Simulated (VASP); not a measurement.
# Zr3ZnN2 (Cmmm) in VASP: notebook, part 2 of 2

VASP 6.6.1.

### 3 Relaxation of cell and atoms, PBE

Input file INCAR:

```
ALGO     = Normal         # electronic algorithm
EDIFF    = 1E-7           # SCF threshold, eV
EDIFFG   = -0.04          # ionic threshold
ENCUT    = 600            # plane-wave cutoff, eV
GGA      = PE             # functional
GGA_COMPAT= False        
IBRION   = 2              # ionic algorithm
ISIF     = 3              # what is computed and relaxed
ISMEAR   = 0              # smearing method
LASPH    = True           # aspherical terms in the spheres
LCHARG   = False          # write CHGCAR
LREAL    = False          # projectors in reciprocal space
LWAVE    = False          # write WAVECAR
NELM     = 120            # most SCF steps
NELMIN   = 4            
NSW      = 90             # ionic steps
PREC     = Accurate       # precision mode
SIGMA    = 0.1            # smearing width, eV
```

Input file KPOINTS:

```
k-points
0
Gamma
  4 4 6
```

Input file POSCAR:

```
Zr3ZnN2
1.0
    2.9322548278     -5.8205864364      0.0000000000
    2.9322548278      5.8205864364      0.0000000000
    0.0000000000      0.0000000000      3.1218626722
Zr Zn N
3 1 2
Direct
    0.7751846550      0.2248153450      0.0000000000
    0.2248153450      0.7751846550      0.0000000000
    0.5000000000      0.5000000000      0.5000000000
    0.0000000000      0.0000000000      0.0000000000
    0.5000000000      0.0000000000      0.5000000000
    0.0000000000      0.5000000000      0.5000000000
```

Potentials or basis: VASP PAW PBE potentials, release 64 (Zr_sv, Zn, N).

Started as:

```bash
> cat potpaw_PBE.64/Zr_sv/POTCAR potpaw_PBE.64/Zn/POTCAR potpaw_PBE.64/N/POTCAR > POTCAR
> mpirun -np 1 vasp_std > vasp.out
```

OUTCAR:

```text
EDIFF = 1E-7
   EDIFFG = -0.04
   ENCUT = 600
   GGA = PE
   IBRION = 2
   ISIF = 3
   ISMEAR = 0
   LASPH = True
   LREAL = False
   NELM = 120
   NELMIN = 4
   NSW = 90
   PREC = Accurate

 ion  position               nearest neighbor table
   1  0.775  0.225  0.000-   5 2.16   6 2.16   5 2.16   6 2.16   4 2.62   2 2.99   2 2.99   3 3.56
                             3 3.56
   2  0.225  0.775  0.000-   5 2.16   6 2.16   5 2.16   6 2.16   4 2.62   1 2.99   1 2.99   3 3.56
                             3 3.56
   3  0.500  0.500  0.500-   4 3.32   4 3.32   4 3.32   4 3.32   2 3.56   2 3.56   1 3.56   1 3.56

   4  0.000  0.000  0.000-   1 2.62   2 2.62   3 3.32   3 3.32   3 3.32   3 3.32
   5  0.500  0.000  0.500-   1 2.16   2 2.16   1 2.16   2 2.16
   6  0.000  0.500  0.500-   1 2.16   2 2.16   1 2.16   2 2.16

  LATTYP: Found a base centered orthorhombic cell.
 ALAT       =     5.8645096556
 B/A-ratio  =     1.9850206678
 C/A-ratio  =     0.5323314063

  Lattice vectors:

 A1 = (   2.9322548278,  -5.8205864364,   0.0000000000)
 A2 = (   2.9322548278,   5.8205864364,   0.0000000000)
 A3 = (   0.0000000000,   0.0000000000,   3.1218626722)

Analysis of symmetry for initial positions (statically):
=====================================================================
 Subroutine PRICEL returns:
 Original cell was already a primitive cell.

 Routine SETGRP: Setting up the symmetry group for a
[... 290 lines left out ...]
  FREE ENERGIE OF THE ION-ELECTRON SYSTEM (eV)
  ---------------------------------------------------
  free  energy   TOTEN  =       -47.0549785929 eV

  energy  without entropy=      -47.0416700631  energy(sigma->0) =      -47.04832433

[... ionic steps 4 to 10 ...]

--------------------------------------- Ionic step       11  -------------------------------------------

 number of electron      57.9999999 magnetization

------------------------ aborting loop because EDIFF is reached ----------------------------------------
[... 75 lines left out ...]
--------------------------------------- Ionic step       13  -------------------------------------------

 number of electron      57.9999999 magnetization

 Free energy of the ion-electron system (eV)
  ---------------------------------------------------
  ext. energy  EPLUGINS =         0.00000000
  ---------------------------------------------------
  free energy    TOTEN  =       -47.09939008 eV

  energy without entropy =      -47.08602434  energy(sigma->0) =      -47.09270721

 E-fermi :   6.6342     XC(G=0): -10.6707

 val. band max:        6.6013929047   @ k =   0.2500   0.0000   0.0000
 cond. band min:       6.6403025751   @ k =   0.5000   0.2500   0.0000
 fundamental gap:      0.0389096704
 Fermi energy:         6.6341771968

 k-point     1 :       0.0000    0.0000    0.0000
  band No.  band energies     occupation
      1     -43.0956      2.00000
      2     -42.2488      2.00000
      3     -42.1364      2.00000
      4     -21.2656      2.00000
      5     -21.0609      2.00000
      6     -21.0169      2.00000
[... 877 lines left out ...]
     33       8.0042      0.00000
     34       8.7559      0.00000

 [... further k-points ...]
[... 5 lines left out ...]
  --------------------------------------------------------------------------------------
  -------------------------------------------------------------------------------------
  Total       -0.0001952     -0.0846911      0.0126669      0.0000000      0.0000000      0.0000000
  in kB       -0.0028722     -1.2463351      0.1864093      0.0000000      0.0000000      0.0000000
  external PRESSURE =      -0.3542660 kB  Pullay stress =       0.0000000 kB
[... 21 lines left out ...]
  FREE ENERGIE OF THE ION-ELECTRON SYSTEM (eV)
  ---------------------------------------------------
  free  energy   TOTEN  =       -47.0993900754 eV

  energy  without entropy=      -47.0860243435  energy(sigma->0) =      -47.09270721

 reached required accuracy - stopping structural energy minimisation
```

It took 27 min on 1 thread of Oxide Virtual Turin-like, shared host; peak memory 0.32 GiB.

What came out:

```
Free energy                           : -47.0994 eV
Relaxed volume                        : 18.15 Å³/atom
Relaxed cell                          : a = 6.836 Å, b = 6.836 Å, c = 3.073 Å, α = 90.00°, β = 90.00°, γ = 130.70°
Space group after relaxing (to 0.1 Å) : Cmmm (No. 65)
Energy gained by relaxing             : 9.2 meV/atom
Ionic steps                           : 13
Pressure after relaxing               : 0.0 GPa
Largest force after relaxing          : 0.009 eV/Å
Band gap on the k mesh                : zero (bands 29 and 30 overlap by 0.82 eV)
```

Forces in eV/Å, atoms in the order of the input:
```
Zr   0.000 -0.009  0.000
Zr   0.000  0.009  0.000
Zr   0.000  0.000  0.000
Zn   0.000  0.000  0.000
N    0.000  0.000  0.000
N    0.000  0.000  0.000
```

The path:
```
step  energy change (eV)  largest force (eV/Å)  pressure (GPa)  volume (Å³)
   1              0.0000                0.1833            0.24       106.56
   2             -0.0088                0.1784            0.14       106.98
   3             -0.0106                0.1732            0.07       107.26
   4             -0.0183                0.1704           -0.21       107.66
   5             -0.0347                0.1354           -1.03       108.85
   6             -0.0344                0.1218           -2.72       111.13
   7             -0.0408                0.0402           -1.77       109.84
   8             -0.0442                0.0499           -1.52       109.72
   9             -0.0514                0.0767           -0.77       109.34
  10             -0.0525                0.1183            0.72       108.57
  11             -0.0542                0.1004            0.07       108.91
  12             -0.0546                0.0719            0.04       108.90
  13             -0.0550                0.0089           -0.04       108.87
```

Final structure:
```cif
data_structure
_symmetry_space_group_name_H-M 'P 1'
_symmetry_Int_Tables_number 1
_cell_length_a 6.8358
_cell_length_b 6.8358
_cell_length_c 3.0731
_cell_angle_alpha 90.000
_cell_angle_beta 90.000
_cell_angle_gamma 130.699
_cell_volume 108.87
loop_
_atom_site_label
_atom_site_type_symbol
_atom_site_fract_x
_atom_site_fract_y
_atom_site_fract_z
_atom_site_occupancy
Zr1 Zr 0.78883 0.21117 0.00000 1
Zr2 Zr 0.21117 0.78883 0.00000 1
Zr3 Zr 0.50000 0.50000 0.50000 1
Zn1 Zn 0.00000 0.00000 0.00000 1
N1 N 0.50000 0.00000 0.50000 1
N2 N 0.00000 0.50000 0.50000 1
```

Levels at points of the mesh, in eV from the Fermi level:
```csv
k point,band 26,band 27,band 28,band 29,band 30,band 31,band 32,band 33
"(0.00, 0.00, 0.00)",-1.82,-1.36,-1.11,-0.57,-0.21,0.06,0.84,2.51
"(0.50, 0.00, 0.00)",-3.76,-2.40,-1.42,-0.51,0.83,1.26,1.75,2.08
"(0.50, 0.50, 0.00)",-1.88,-1.44,-1.36,-1.22,-0.54,1.20,1.47,2.53
"(0.00, 0.00, 0.50)",-2.07,-1.72,-1.60,-1.17,0.79,1.18,1.34,1.48
"(0.50, 0.00, 0.50)",-2.84,-1.23,-0.43,-0.36,1.05,1.12,1.34,1.37
"(0.50, 0.50, 0.50)",-1.87,-1.35,-1.33,-0.78,0.34,0.77,0.81,1.58
```

### 4 Single point, PBE

This run uses another cell than the first one, of 18.05 Å³/atom.

Input file INCAR:

```
SYSTEM = Zr3ZnN2
PREC = Accurate ; ENCUT = 600
EDIFF = 1E-6 ; ISMEAR = 0
SIGMA = 0.1 ; LREAL = .FALSE.
LASPH = .TRUE. ; NELM = 120
ALGO = Normal ; ISIF = 2
LWAVE = .FALSE. ; LCHARG = .FALSE.
GGA = PE ; NBANDS = 38
GGA_COMPAT = .FALSE.
```

Input file KPOINTS:

```
regular mesh
0
G
  8 8 12
  0 0 0
```

Input file POSCAR:

```
Zr3ZnN2
1.0
    2.8540911442     -6.1634337013      0.0000000000
    2.8540911442      6.1634337013      0.0000000000
    0.0000000000      0.0000000000      3.0782969562
Zr Zn N
3 1 2
Direct
    0.7882958670      0.2117041330      0.0000000000
    0.2117041330      0.7882958670      0.0000000000
    0.5000000000      0.5000000000      0.5000000000
    0.0000000000      0.0000000000      0.0000000000
    0.5000000000      0.0000000000      0.5000000000
    0.0000000000      0.5000000000      0.5000000000
```

Started as:

```bash
> cat potpaw_PBE.64/Zr_sv/POTCAR potpaw_PBE.64/Zn/POTCAR potpaw_PBE.64/N/POTCAR > POTCAR
> mpirun -np 1 vasp_std > vasp.out
```

It took 12 min on 1 thread of Oxide Virtual Turin-like, shared host; peak memory 0.72 GiB.

Results (log left out):

```
Free energy            : -47.0799 eV
Pressure               : 0.1 GPa
Largest force          : 0.007 eV/Å
Band gap on the k mesh : zero (bands 29 and 30 overlap by 1.07 eV)
```

Forces in eV/Å, atoms in the order of the input:
```
Zr   0.000 -0.007  0.000
Zr   0.000  0.007  0.000
Zr   0.000  0.000  0.000
Zn   0.000  0.000  0.000
N    0.000  0.000  0.000
N    0.000  0.000  0.000
```

Stress tensor (GPa, compression positive):
```
0.12 0.00 0.00
0.00 0.05 0.00
0.00 0.00 0.15
```

Levels at points of the mesh, in eV from the Fermi level:
| k point | band 25 | band 26 | band 27 | band 28 | band 29 | band 30 | band 31 | band 32 | band 33 | band 34 |
| --- | --- | --- | --- | --- | --- | --- | --- | --- | --- | --- |
| (0.00, 0.00, 0.00) | -2.17 | -1.84 | -1.37 | -1.13 | -0.55 | -0.24 | 0.08 | 0.88 | 2.45 | 2.55 |
| (0.50, 0.00, 0.00) | -3.80 | -3.79 | -2.41 | -1.40 | -0.51 | 0.84 | 1.25 | 1.74 | 2.09 | 2.31 |
| (0.50, 0.50, 0.00) | -2.17 | -1.88 | -1.46 | -1.37 | -1.24 | -0.53 | 1.24 | 1.50 | 2.53 | 2.81 |
| (0.00, 0.00, 0.50) | -2.37 | -2.07 | -1.77 | -1.63 | -1.20 | 0.80 | 1.13 | 1.35 | 1.45 | 1.77 |
| (0.50, 0.00, 0.50) | -3.47 | -2.84 | -1.26 | -0.48 | -0.34 | 1.07 | 1.10 | 1.34 | 1.36 | 2.14 |
| (0.50, 0.50, 0.50) | -2.05 | -1.92 | -1.39 | -1.33 | -0.75 | 0.33 | 0.75 | 0.75 | 1.58 | 1.85 |

### 5 Overview

| task | cell | k mesh | gap on the mesh (eV) | pressure (GPa) | largest force (eV/Å) |
| --- | --- | --- | --- | --- | --- |
| single point | a = 6.517, b = 6.517, c = 3.122 Å, angles 90.0, 90.0, 126.5°, 6 atoms, atomic positions A | 4 × 4 × 4 | none | 0.2 | 0.01 |
| relaxation of cell and atoms | relaxed from a = 6.517, b = 6.517, c = 3.122 Å, angles 90.0, 90.0, 126.5°, 6 atoms, atomic positions A | 4 × 4 × 6 | none | 0.0 | 0.01 |
| single point | a = 6.792, b = 6.792, c = 3.078 Å, angles 90.0, 90.0, 130.3°, 6 atoms, atomic positions B | 8 × 8 × 12 | none | 0.1 | 0.01 |

Alike in all rows: level PBE; potentials or basis VASP PAW PBE potentials, release 64 (Zr_sv, Zn, N); no spin polarisation; cutoff (eV) 600; smearing gaussian 0.1 eV.

Caveats: some runs use coarse meshes.

Total energies depend on the potentials used, so only differences within one code and one set of settings carry meaning.

The gap in the log of VASP goes by the Fermi energy; the results here count the filled bands.